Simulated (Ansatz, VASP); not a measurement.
**Co: VASP beside Ansatz**

Contents of INCAR:

```
SYSTEM = Co
  PREC = Accurate
  ENCUT = 520
  EDIFF = 1E-6
  ISMEAR = -1
  SIGMA = 0.05
  LREAL = .FALSE.
  LASPH = .TRUE.
  NELM = 150
  ALGO = Normal
  ISIF = 2
  LWAVE = .FALSE.
  LCHARG = .FALSE.
  ISPIN = 2
  MAGMOM = -1.79 -1.79
  LORBIT = 11
  LMAXMIX = 4
  GGA = RP
  NBANDS = 20
```

KPOINTS

```
Automatic mesh
0
G
  12 12 12
  0 0 0
```

POSCAR

```
Co
1.0
    0.0000000000      2.6033548986      2.6033548986
    2.6033548986      0.0000000000      2.6033548986
    2.6033548986      2.6033548986      0.0000000000
Co
2
Direct
    0.1250000000      0.1250000000      0.1250000000
    0.8750000000      0.8750000000      0.8750000000
```

Input for Ansatz:

```yaml
crystal:
  lattice:
    - [0.0, 2.6033548986, 2.6033548986]
    - [2.6033548986, 0.0, 2.6033548986]
    - [2.6033548986, 2.6033548986, 0.0]
  atoms:
    - { symbol: Co, position: [0.125, 0.125, 0.125], spin: -1.79 }
    - { symbol: Co, position: [0.875, 0.875, 0.875], spin: -1.79 }
hamiltonian:
  xc: rpbe
  pseudopotentials:
    kind: paw
    azcp:
      Co: "pseudopotentials/Co.paw.azcp"
basis:
  ecutwfc: 420
  fft_grid_basis: typed
kpoints:
  mp_grid: { grid: [12, 12, 12], shift: [0, 0, 0] }
magnetization:
  spin_polarized: true
scf:
  occupations: { method: fermi_dirac, width: 0.05 }
  lower_state_search: "off"
output:
  stress: true
```

Alike in both runs: task single point; functional RPBE; k mesh 12 × 12 × 12; occupations fermi-dirac, width 0.05 eV; collinear spin.

|  | VASP | Ansatz |
| --- | --- | --- |
| version | VASP 6.6.1 | Ansatz 0.2.0 |
| potentials or method | VASP PAW PBE potentials, release 64 (Co), cutoff 520 eV | plane waves (420 eV) with PAW, scalar-relativistic |
| valence electrons in the cell | 18 | 34 |

|  | VASP | Ansatz | Ansatz less VASP |
| --- | --- | --- | --- |
| pressure (GPa) | -3.6 | -3.3 | +0.33 |
| net moment per atom (μB) | 1.76 | 1.76 | +0.007 |
| size of the moment on the site where the two differ most (μB) | 1.77 | 1.81 | +0.039 |

VASP's potentials were made for PBE, not for RPBE. Site moments also hang on the region over which each program counts them. With one functional, cell and mesh, what is left measures potentials, basis and numerics. VASP's potentials hold 18 valence electrons a cell and Ansatz's 34, so a difference there can come from the potentials and not from the codes.
